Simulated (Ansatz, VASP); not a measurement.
Fe: VASP beside Ansatz

```
CELL_PARAMETERS angstrom
-1.44300 1.44300 1.44300
1.44300 -1.44300 1.44300
1.44300 1.44300 -1.44300
ATOMIC_POSITIONS crystal
Fe 0.00000 0.00000 0.00000
```

Alike in both runs: task single point; functional PBEsol; dispersion D4; k mesh 13 × 13 × 13; occupations fermi-dirac, width 0.05 eV; collinear spin.

```csv
,VASP,Ansatz
version,VASP 6.6.1,Ansatz 0.2.0
potentials or method,"VASP PAW PBE potentials, release 64 (Fe)",Ansatz PAW
plane-wave cutoff (eV),520,420
valence electrons in the cell,8,16
```

|  | VASP | Ansatz | Ansatz less VASP |
| --- | --- | --- | --- |
| gap on the k mesh at the Fermi level (eV) | none | none | - |
| pressure (GPa) | -20.0 | -20.3 | -0.30 |
| net moment per atom (μB) | 2.29 | 2.26 | -0.030 |
| size of the moment on the site where the two differ most (μB) | 2.29 | 2.31 | +0.018 |

VASP's potentials were made for PBE, not for PBEsol. Site moments also hang on the region over which each program counts them. A gap of «none» marks a metal or a gap that the smearing closes. VASP's potentials hold 8 valence electrons a cell and Ansatz's 16, so a difference there can come from the potentials and not from the codes.
